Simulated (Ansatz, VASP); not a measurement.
Two plane-wave programs on GaN

INCAR

```
SYSTEM = GaN
ALGO = Normal
EDIFF = 1E-6
ENCUT = 520
GGA = RE
ISIF = 2
ISMEAR = 0
IVDW = 13
LASPH = .True.
LCHARG = .False.
LREAL = .False.
LWAVE = .False.
NBANDS = 16
NELM = 80
PREC = Accurate
SIGMA = 0.05
```

File KPOINTS:

```
k-points
0
Gamma
  10 10 10
  0 0 0
```

File POSCAR:

```
GaN
1.0
    0.0000000000      1.9925010849      1.9925010849
    1.9925010849      0.0000000000      1.9925010849
    1.9925010849      1.9925010849      0.0000000000
Ga N
1 1
Direct
    0.5000000000      0.5000000000      0.5000000000
    0.0000000000      0.0000000000      0.0000000000
```

Input for Ansatz:

```yaml
crystal:
  lattice:
    - [0.0, 1.9925010849, 1.9925010849]
    - [1.9925010849, 0.0, 1.9925010849]
    - [1.9925010849, 1.9925010849, 0.0]
  atoms:
    - { symbol: Ga, position: [0.5, 0.5, 0.5] }
    - { symbol: "N", position: [0.0, 0.0, 0.0] }
basis:
  ecutwfc: 420
  ecutrho_ratio: 4
kpoints:
  mp_grid: { grid: [10, 10, 10] }
hamiltonian:
  xc: revpbe
  dispersion: d4
scf:
  occupations: { method: gaussian, width: 0.05 }
output:
  forces: true
  stress: true
  eigenvalues: true
```

Alike in both runs: task single point; functional revPBE; dispersion D4; k mesh 10 × 10 × 10; occupations gaussian, width 0.05 eV; no spin polarisation.

```csv
,VASP,Ansatz
version,VASP 6.6.1,Ansatz 0.2.0
potentials or method,"VASP PAW PBE potentials, release 64 (Ga_d, N), cutoff 520 eV","scalar-relativistic, plane waves, PAW"
valence electrons in the cell,18,18
```

|  | VASP | Ansatz | Ansatz less VASP |
| --- | --- | --- | --- |
| gap on the k mesh at the Fermi level (eV) | 1.89 | 1.91 | +0.014 |
| least direct gap on the mesh (eV) | 5.22 | 5.19 | -0.028 |

VASP's potentials were made for PBE, not for revPBE.
